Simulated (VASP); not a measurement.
A run of VASP 6.6.1 is set up as follows.

Contents of INCAR:

```
SYSTEM = BaS
PREC = Accurate
ENCUT = 520
EDIFF = 1E-6
ISMEAR = -1
SIGMA = 0.02
LREAL = .False.
LASPH = .True.
NELM = 100
ALGO = Normal
ISIF = 2
LWAVE = .False.
LCHARG = .True.
GGA = PE
LELF = .True.
LVHAR = .True.
NBANDS = 15
```

Contents of KPOINTS:

```
regular mesh
0
Gamma
  8 8 8
  0 0 0
```

Contents of POSCAR:

```
BaS
1.0
    0.0000000000      3.0529203850      3.0529203850
    3.0529203850      0.0000000000      3.0529203850
    3.0529203850      3.0529203850      0.0000000000
Ba S
1 1
Direct
    0.0000000000      0.0000000000      0.0000000000
    0.5000000000      0.5000000000      0.5000000000
```

Potentials or basis: VASP PAW PBE potentials, release 64 (Ba_sv, S).

The run is started by

```console
$ cat potpaw_PBE.64/Ba_sv/POTCAR potpaw_PBE.64/S/POTCAR > POTCAR
$ mpirun -np 1 vasp_std > vasp.out
```

Task: Estimate the band gap on the k mesh.

Result: 1.82 eV, indirect (least direct gap 1.86 eV).

Task: What does it give for the pressure?

Result: 10.1 GPa.

Caveat: the cell differs from its parent crystal (strain -5.0%); spin-orbit coupling is left out, which moves the levels of the heavy elements. A k mesh can miss the band edges.
